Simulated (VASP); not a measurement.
A run of VASP 6.6.1:

File INCAR:

```
SYSTEM = Sc
  ALGO = Normal
  EDIFF = 1E-6
  ENCUT = 520
  ISIF = 2
  ISMEAR = -1
  LASPH = .TRUE.
  LCHARG = .FALSE.
  LREAL = .FALSE.
  LWAVE = .FALSE.
  NBANDS = 18
  NELM = 80
  PREC = Accurate
  SIGMA = 0.1
```

KPOINTS

```
k-points
0
G
  10 10 10
  0 0 0
```

The input POSCAR:

```
Sc
1.0
    0.0000000000      3.0770959779      3.0770959779
    3.0770959779      0.0000000000      3.0770959779
    3.0770959779      3.0770959779      0.0000000000
Sc
2
Direct
    0.1250000000      0.1250000000      0.1250000000
    0.8750000000      0.8750000000      0.8750000000
```

Potentials or basis: VASP PAW LDA potentials, release 64 (Sc_sv).

The run is started by

```sh
$ cat potpaw_LDA.64/Sc_sv/POTCAR > POTCAR
$ mpirun -np 1 vasp_std > vasp.out
```

Hardware: 1 thread of Intel Xeon 8259CL, on a shared host.

Question: Estimate the wall time of this run.

Answer: It took 58 s on 1 thread of Intel Xeon 8259CL, with other jobs on the host, peak memory 0.17 GiB. Counts: scf iterations 12, k points 47.
